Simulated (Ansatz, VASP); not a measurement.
**Two plane-wave programs on BP4**

```xyz
5
Lattice="4.0832 0.0000 0.0000 -2.0416 3.5361 0.0000 0.0000 0.0000 5.8814" Properties=species:S:1:pos:R:3 pbc="T T T"
B     0.0000    0.0000    2.9407
P     2.0416    0.0000    2.9407
P    -1.0208    1.7681    2.9407
P     1.0208    1.7681    2.9407
P     0.0000    0.0000    0.0000
```

Alike in both runs: task relaxation of cell and atoms; functional PBE; k mesh 6 × 6 × 4; occupations gaussian, width 0.1 eV; no spin polarisation.

|  | VASP | Ansatz |
| --- | --- | --- |
| version | VASP 6.6.1 | Ansatz 0.2.0 |
| potentials or method | VASP PAW PBE potentials, release 64 (B, P), cutoff 600 eV | scalar-relativistic, plane waves, PAW |
| valence electrons in the cell | 23 | 23 |

|  | VASP | Ansatz | Ansatz less VASP |
| --- | --- | --- | --- |
| gap on the k mesh at the Fermi level, each at its own relaxed structure (eV) | none | none | - |
| relaxed volume (Å³/atom) | 15.85 | 15.85 | -0.004 |
| relaxed length of the cell vector where the two differ most in proportion (Å) | 4.958 | 4.957 | -0.0011 |

A gap of «none» marks a metal or a gap that the smearing closes.
